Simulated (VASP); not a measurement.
# Ba2ZnWN6 (Fm-3m) in VASP: single point with r2SCAN

Aim: the single point of Ba2ZnWN6 with r2SCAN.

Everything below comes from runs of VASP 6.6.1. Logs are shortened: lines on timing, memory, paths and dates and some standing lists are left out, and cuts for length are marked.

## Step 1: The cell of the first run

It takes space group Fm-3m (No. 225, cubic). Conventional cell: a = 8.265 Å, b = 8.265 Å, c = 8.265 Å, α = 90.00°, β = 90.00°, γ = 90.00°. W (site symmetry m-3m) has 6 N at 1.85 Å within 2.5 Å. Ba (site symmetry -43m) has 12 N at 2.93 Å and 4 W at 3.58 Å and 4 Zn at 3.58 Å within 3.9 Å. Within 3.0 Å of Zn (site symmetry m-3m) lie 6 N at 2.28 Å. N (site symmetry 4mm) has 1 W at 1.85 Å and 1 Zn at 2.28 Å within 2.5 Å.

## Step 2: Single point, r2SCAN

POSCAR

```
Ba2ZnWN6
1.0
    0.0000000000      4.1324230000      4.1324230000
    4.1324230000      0.0000000000      4.1324230000
    4.1324230000      4.1324230000      0.0000000000
W Ba Zn N
1 2 1 6
Direct
    0.0000000000      0.0000000000      0.0000000000
    0.2500000000      0.2500000000      0.2500000000
    0.7500000000      0.7500000000      0.7500000000
    0.5000000000      0.5000000000      0.5000000000
    0.7760000000      0.2240000000      0.2240000000
    0.2240000000      0.7760000000      0.2240000000
    0.2240000000      0.7760000000      0.7760000000
    0.7760000000      0.2240000000      0.7760000000
    0.2240000000      0.2240000000      0.7760000000
    0.7760000000      0.7760000000      0.2240000000
```

INCAR.step1

```
  PREC = Accurate
  ENCUT = 520
  ISMEAR = -1
  SIGMA = 0.1
  LREAL = False
  LASPH = True
  NELM = 80
  NBANDS = 49
  GGA = PE
  ALGO = Normal
  EDIFF = 1E-4
  LWAVE = True
  LCHARG = False
```

INCAR.step2

```
  PREC = Accurate
  ENCUT = 520
  EDIFF = 1E-7
  ISMEAR = -1
  SIGMA = 0.1
  LREAL = False
  LASPH = True
  NELM = 80
  ALGO = Normal
  ISIF = 2
  LWAVE = False
  LCHARG = True
  METAGGA = R2SCAN
  LMIXTAU = True
  LELF = True
  LVHAR = True
  NBANDS = 49
  ISTART = 1
```

KPOINTS

```
Automatic mesh
0
Gamma
  4 4 4
```

Potentials or basis: VASP PAW PBE potentials, release 64 (W_sv, Ba_sv, Zn, N).

Run with:

```sh
cat potpaw_PBE.64/W_sv/POTCAR potpaw_PBE.64/Ba_sv/POTCAR potpaw_PBE.64/Zn/POTCAR potpaw_PBE.64/N/POTCAR > POTCAR
cp INCAR.step1 INCAR
mpirun -np 1 vasp_std > vasp.out
cp INCAR.step2 INCAR
mpirun -np 1 vasp_std > vasp.out
```

OUTCAR:

```text
PREC = Accurate
   ENCUT = 520
   EDIFF = 1E-7
   ISMEAR = -1
   LREAL = False
   LASPH = True
   NELM = 80
   ISIF = 2
   METAGGA = R2SCAN
   ISTART = 1

 ion  position               nearest neighbor table
   1  0.000  0.000  0.000-   5 1.85   6 1.85   7 1.85   8 1.85   9 1.85  10 1.85   2 3.58   3 3.58
                             3 3.58   3 3.58   3 3.58   2 3.58   2 3.58   2 3.58
   2  0.250  0.250  0.250-   5 2.93   8 2.93  10 2.93   6 2.93   7 2.93  10 2.93   7 2.93   8 2.93
                             9 2.93   5 2.93   6 2.93   9 2.93   4 3.58   1 3.58   1 3.58   1 3.58
   3  0.750  0.750  0.750-   7 2.93   8 2.93  10 2.93   5 2.93   6 2.93  10 2.93   5 2.93   8 2.93
                             9 2.93   6 2.93   7 2.93   9 2.93   1 3.58   4 3.58   4 3.58   4 3.58
   4  0.500  0.500  0.500-   5 2.28   6 2.28   7 2.28   8 2.28   9 2.28  10 2.28   2 3.58   3 3.58
                             2 3.58   2 3.58   2 3.58   3 3.58   3 3.58   3 3.58
   5  0.776  0.224  0.224-   1 1.85   4 2.28   3 2.93   2 2.93   3 2.93   2 2.93
   6  0.224  0.776  0.224-   1 1.85   4 2.28   3 2.93   2 2.93   3 2.93   2 2.93
   7  0.224  0.776  0.776-   1 1.85   4 2.28   3 2.93   3 2.93   2 2.93   2 2.93
   8  0.776  0.224  0.776-   1 1.85   4 2.28   3 2.93   3 2.93   2 2.93   2 2.93
   9  0.224  0.224  0.776-   1 1.85   4 2.28   3 2.93   2 2.93   3 2.93   2 2.93
  10  0.776  0.776  0.224-   1 1.85   4 2.28   3 2.93   3 2.93   2 2.93   2 2.93

  LATTYP: Found a face centered cubic cell.
 ALAT       =     8.2648460000

  Lattice vectors:

 A1 = (   0.0000000000,   4.1324230000,   4.1324230000)
 A2 = (   4.1324230000,   0.0000000000,   4.1324230000)
 A3 = (   4.1324230000,   4.1324230000,   0.0000000000)

Analysis of symmetry for initial positions (statically):
=====================================================================
 Subroutine PRICEL returns:
 Original cell was already a primitive cell.

 Routine SETGRP: Setting up the symmetry group for a
 face centered cubic supercell.

 Subroutine GETGRP returns: Found 48 space group operations
 (whereof 48 operations were pure point group operations)
 out of a pool of 48 trial point group operations.

The static configuration has the point symmetry O_h .

Analysis of symmetry for dynamics (positions and initial velocities):
=====================================================================
 Subroutine PRICEL returns:
 Original cell was already a primitive cell.

 Routine SETGRP: Setting up the symmetry group for a
 face centered cubic supercell.

 Subroutine GETGRP returns: Found 48 space group operations
 (whereof 48 operations were pure point group operations)
 out of a pool of 48 trial point group operations.

The dynamic configuration has the point symmetry O_h .

 Subroutine INISYM returns: Found 48 space group operations
 (whereof 48 operations are pure point group operations),
 and found     1 'primitive' translations

----------------------------------------------------------------------------------------

                                     Primitive cell

  volume of cell :     141.1381

  direct lattice vectors                    reciprocal lattice vectors
     0.000000000  4.132423000  4.132423000    -0.120994390  0.120994390  0.120994390
     4.132423000  0.000000000  4.132423000     0.120994390 -0.120994390  0.120994390
     4.132423000  4.132423000  0.000000000     0.120994390  0.120994390 -0.120994390

  length of vectors
     5.844128652  5.844128652  5.844128652     0.209568431  0.209568431  0.209568431

  position of ions in fractional coordinates (direct lattice)
     0.000000000  0.000000000  0.000000000
     0.250000000  0.250000000  0.250000000
     0.750000000  0.750000000  0.750000000
     0.500000000  0.500000000  0.500000000
     0.776000000  0.224000000  0.224000000
     0.224000000  0.776000000  0.224000000
     0.224000000  0.776000000  0.776000000
     0.776000000  0.224000000  0.776000000
     0.224000000  0.224000000  0.776000000
     0.776000000  0.776000000  0.224000000

  ion indices of the primitive-cell ions
   primitive index   ion index
                 1           1
                 2           2
                 3           3
                 4           4
                 5           5
                 6           6
                 7           7
                 8           8
                 9           9
                10          10

----------------------------------------------------------------------------------------

 KPOINTS: Automatic mesh

Automatic generation of k-mesh.
 Grid dimensions read from file:
 generate k-points for:    4    4    4

 Generating k-lattice:

  Cartesian coordinates                     Fractional coordinates (reciprocal lattice)
    -0.030248597  0.030248597  0.030248597     0.250000000  0.000000000  0.000000000
     0.030248597 -0.030248597  0.030248597     0.000000000  0.250000000  0.000000000
     0.030248597  0.030248597 -0.030248597     0.000000000  0.000000000  0.250000000

  Length of vectors
     0.052392108  0.052392108  0.052392108

  Shift w.r.t. Gamma in fractional coordinates (k-lattice)
     0.000000000  0.000000000  0.000000000

 Subroutine IBZKPT returns following result:
 ===========================================

 Found      8 irreducible k-points:

 Following reciprocal coordinates:
            Coordinates               Weight
  0.000000  0.000000  0.000000      1.000000
  0.250000  0.000000  0.000000      8.000000
  0.500000  0.000000  0.000000      4.000000
  0.250000  0.250000  0.000000      6.000000
  0.500000  0.250000  0.000000     24.000000
 -0.250000  0.250000  0.000000     12.000000
  0.500000  0.500000  0.000000      3.000000
 -0.250000  0.500000  0.250000      6.000000
   k-points           NKPTS =      8   k-points in BZ     NKDIM =      8   number of bands    NBANDS=     49
   number of dos      NEDOS =    301   number of ions     NIONS =     10
   total plane-waves  NPLWV = 110592
   dimension x,y,z NGX =    48 NGY =   48 NGZ =   48
   dimension x,y,z NGXF=    96 NGYF=   96 NGZF=   96
   ions per type =               1   2   1   6
   NGX,Y,Z   is equivalent  to a cutoff of  13.65, 13.65, 13.65 a.u.
   NGXF,Y,Z  is equivalent  to a cutoff of  27.31, 27.31, 27.31 a.u.
 SYSTEM =  unknown system
   PREC   = accura    normal or accurate (medium, high low for compatibility)
   ISTART =      1    job   : 0-new  1-cont  2-samecut
   ICHARG =      0    charge: 1-file 2-atom 10-const
   ISPIN  =      1    spin polarized calculation?
   LNONCOLLINEAR =      F non collinear calculations
   LSORBIT =      F    spin-orbit coupling
   LASPH  =      T    aspherical Exc in radial PAW
   ENCUT  =  520.0 eV  38.22 Ry    6.18 a.u.  10.87 10.87 10.87*2*pi/ulx,y,z
   NELM   =     80;   NELMIN=  2; NELMDL=  0     # of ELM steps
   EDIFF  = 0.1E-06   stopping-criterion for ELM
   LREAL  =      F    real-space projection
   EDIFFG = 0.1E-05   stopping-criterion for IOM
   NSW    =      0    number of steps for IOM
   IBRION =     -1    ionic relax: 0-MD 1-quasi-New 2-CG
   NFREE  =      0    steps in history (QN), initial steepest desc. (CG)
   ISIF   =      2    stress and relaxation
   ISYM   =      2    0-nonsym 1-usesym 2-fastsym
   POTIM  = 0.5000    time-step for ionic-motion
   TEBEG  =    0.0;   TEEND  =   0.0 temperature during run
   PSTRESS=    0.0 pullay stress
   NELECT =      76.0000    total number of electrons
   NUPDOWN=      -1.0000    fix difference up-down
   EMIN   =  10.00;   EMAX   =-10.00  energy-range for DOS
   EFERMI =   0.00;   METHOD = LEGACY
   ISMEAR =    -1;   SIGMA  =   0.10  broadening in eV -4-tet -1-fermi 0-gaus
   EFERMI_NEDOS =   21; number of points for ismear=-14 and -15
   IALGO  =     38    algorithm
   IMIX   =      4    mixing-type and parameters
     AMIX     =   0.40;   BMIX     =  1.00
     AMIX_MAG =   1.60;   BMIX_MAG =  1.00
  volume/ion in A,a.u.               =      14.11        95.24
  Fermi-wavevector in a.u.,A,eV,Ry     =   1.331878  2.516885 24.135378  1.773900
  Thomas-Fermi vector in A             =   2.460856
   LORBIT       =      0    0 simple, 1 ext, 2 COOP (PROOUT), +10 PAW based schemes
   METAGGA = R2SCAN    functional components
   LHFCALC =     F    Hartree Fock is set to
   AEXX    =    0.0000 exact exchange contribution
   IVDW    =     0    specifies the selected vdW correction
   LEPSILON=     F    determine dielectric tensor
   LRPA    =     F    only Hartree local field effects (RPA)
 non-spin polarized calculation
  energy-cutoff  :      520.00
  volume of cell :      141.14
 maximum number of plane-waves:      3839
 NGX is ok and might be reduce to    48
   NGX = 21   NGY = 21   NGZ = 21

 number of electron      76.0000006 magnetization

 Free energy of the ion-electron system (eV)
  ---------------------------------------------------
  ext. energy  EPLUGINS =         0.00000000
  ---------------------------------------------------
  free energy    TOTEN  =      -164.28976478 eV

  energy without entropy =     -164.00154995  energy(sigma->0) =     -164.14565737

 E-fermi :   3.5426     XC(G=0): -11.6796

 val. band max:        3.4525516780   @ k =   0.5000   0.2500   0.0000
 cond. band min:       3.5566106098   @ k =   0.5000   0.0000   0.0000
 fundamental gap:      0.1040589319
 Fermi energy:         3.5425658856

 k-point     1 :       0.0000    0.0000    0.0000
  band No.  band energies     occupation
      1     -71.9915      2.00000
      2     -35.9317      2.00000
      3     -35.9317      2.00000
      4     -35.9317      2.00000
      5     -23.0943      2.00000
      6     -22.9294      2.00000
[... 41 lines left out ...]
     48      10.2642      0.00000
     49      10.2642      0.00000

 k-point     2 :       0.2500    0.0000    0.0000
  band No.  band energies     occupation
      1     -71.9915      2.00000
      2     -35.9319      2.00000
      3     -35.9317      2.00000
      4     -35.9317      2.00000
      5     -23.0656      2.00000
      6     -22.9503      2.00000
[... 41 lines left out ...]
     48      10.7273      0.00000
     49      10.7488      0.00000

 k-point     3 :       0.5000    0.0000    0.0000
  band No.  band energies     occupation
      1     -71.9915      2.00000
      2     -35.9320      2.00000
      3     -35.9317      2.00000
      4     -35.9317      2.00000
      5     -23.0059      2.00000
      6     -23.0021      2.00000
[... 41 lines left out ...]
     48      10.8990      0.00000
     49      10.8990      0.00000

 k-point     4 :       0.2500    0.2500    0.0000
  band No.  band energies     occupation
      1     -71.9915      2.00000
      2     -35.9318      2.00000
      3     -35.9317      2.00000
      4     -35.9317      2.00000
      5     -23.0601      2.00000
      6     -22.9528      2.00000
[... 41 lines left out ...]
     48      10.6414      0.00000
     49      11.0188      0.00000

 k-point     5 :       0.5000    0.2500    0.0000
  band No.  band energies     occupation
      1     -71.9915      2.00000
      2     -35.9320      2.00000
      3     -35.9318      2.00000
      4     -35.9317      2.00000
      5     -23.0206      2.00000
      6     -22.9841      2.00000
[... 41 lines left out ...]
     48      11.2233      0.00000
     49      11.3260      0.00000

 k-point     6 :      -0.2500    0.2500    0.0000
  band No.  band energies     occupation
      1     -71.9915      2.00000
      2     -35.9319      2.00000
      3     -35.9318      2.00000
      4     -35.9317      2.00000
      5     -23.0307      2.00000
      6     -22.9770      2.00000
[... 41 lines left out ...]
     48      11.0956      0.00000
     49      11.1716      0.00000

 k-point     7 :       0.5000    0.5000    0.0000
  band No.  band energies     occupation
      1     -71.9915      2.00000
      2     -35.9320      2.00000
      3     -35.9318      2.00000
      4     -35.9318      2.00000
      5     -23.0254      2.00000
      6     -22.9760      2.00000
[... 41 lines left out ...]
     48      10.8328      0.00000
     49      11.3367      0.00000

 k-point     8 :      -0.2500    0.5000    0.2500
  band No.  band energies     occupation
      1     -71.9915      2.00000
      2     -35.9319      2.00000
      3     -35.9319      2.00000
      4     -35.9318      2.00000
      5     -23.0008      2.00000
      6     -23.0008      2.00000
[... 41 lines left out ...]
     48      11.2188      0.00000
     49      11.4063      0.00000

------------------------ aborting loop because EDIFF is reached ----------------------------------------

  FORCE on cell =-STRESS in cart. coord.  units (eV):
  Direction    XX          YY          ZZ          XY          YZ          ZX
  --------------------------------------------------------------------------------------
  -------------------------------------------------------------------------------------
  Total       16.3612558     16.3612558     16.3612558      0.0000000     -0.0000000      0.0000000
  in kB      185.7303646    185.7303646    185.7303646      0.0000000     -0.0000000      0.0000000
  external PRESSURE =     185.7303646 kB  Pullay stress =       0.0000000 kB

 VOLUME and BASIS-vectors are now :
 -----------------------------------------------------------------------------
  energy-cutoff  :      520.00
  volume of cell :      141.14
      direct lattice vectors                 reciprocal lattice vectors
     0.000000000  4.132423000  4.132423000    -0.120994390  0.120994390  0.120994390
     4.132423000  0.000000000  4.132423000     0.120994390 -0.120994390  0.120994390
     4.132423000  4.132423000  0.000000000     0.120994390  0.120994390 -0.120994390

 POSITION                                       TOTAL-FORCE (eV/Angst)
 -----------------------------------------------------------------------------------
      0.00000      0.00000      0.00000        -0.000000     -0.000000      0.000000
      2.06621      2.06621      2.06621        -0.000000     -0.000000     -0.000000
      6.19863      6.19863      6.19863        -0.000000      0.000000      0.000000
      4.13242      4.13242      4.13242        -0.000000     -0.000000      0.000000
      1.85133      4.13242      4.13242         5.205589     -0.000000      0.000000
      4.13242      1.85133      4.13242        -0.000000      5.205589      0.000000
      6.41352      4.13242      4.13242        -5.205589     -0.000000      0.000000
      4.13242      6.41352      4.13242        -0.000000     -5.205589      0.000000
      4.13242      4.13242      1.85133        -0.000000     -0.000000      5.205589
      4.13242      4.13242      6.41352        -0.000000     -0.000000     -5.205589
 -----------------------------------------------------------------------------------
    total drift:                                0.000000      0.000000     -0.000000

  FREE ENERGIE OF THE ION-ELECTRON SYSTEM (eV)
  ---------------------------------------------------
  free  energy   TOTEN  =      -164.2897647845 eV

  energy  without entropy=     -164.0015499527  energy(sigma->0) =     -164.14565737
```

Wall time 17 min (1 thread of Oxide Virtual Turin-like, shared host); peak memory 0.36 GiB.

What came out:

| Property | Result |
| --- | --- |
| Free energy | -164.2898 eV |
| Pressure | 18.6 GPa |
| Largest force | 5.206 eV/Å |
| Band gap on the k mesh | zero (band 38 reaches 3.71 eV, above the bottom of band 39 at 3.24 eV) |

Forces on the atoms (eV/Å):
```
W    0.000  0.000  0.000
Ba   0.000  0.000  0.000
Ba   0.000  0.000  0.000
Zn   0.000  0.000  0.000
N    5.206  0.000  0.000
N    0.000  5.206  0.000
N   -5.206  0.000  0.000
N    0.000 -5.206  0.000
N    0.000  0.000  5.206
N    0.000  0.000 -5.206
```

Caveat: the PAW data sets were made with another functional, which shifts forces and pressure a little; spin-orbit coupling is left out, which moves the levels of the heavy elements.
